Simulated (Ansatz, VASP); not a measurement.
AlN in VASP and in Ansatz

```
Al N
1.0
     3.11100    0.00000    0.00000
    -1.55550    2.69421    0.00000
     0.00000    0.00000    4.97800
Al N
2 2
Cartesian
  0.0000 1.7961 0.0000
  1.5555 0.8981 2.4890
  0.0000 2.3961 1.9165
  1.5555 0.8981 4.4055
```

Alike in both runs: task single point; functional PBEsol; k mesh 12 × 12 × 6; occupations gaussian, width 0.05 eV; no spin polarisation.

|  | VASP | Ansatz |
| --- | --- | --- |
| version | VASP 6.6.1 | Ansatz 0.2.0 |
| potentials or method | VASP PAW PBE potentials, release 64 (Al, N), cutoff 600 eV | scalar-relativistic, plane waves, PAW |
| valence electrons in the cell | 16 | 16 |

|  | VASP | Ansatz | Ansatz less VASP |
| --- | --- | --- | --- |
| gap on the k mesh at the Fermi level (eV) | 3.53 | 3.54 | +0.008 |
| least direct gap on the mesh (eV) | 3.53 | 3.54 | +0.008 |
| rms of the force components (eV/Å) | 14.303 | 14.554 | +0.2511 |

VASP's potentials were made for PBE, not for PBEsol. Atom by atom the forces differ by 0.252 eV/Å (rms over components).
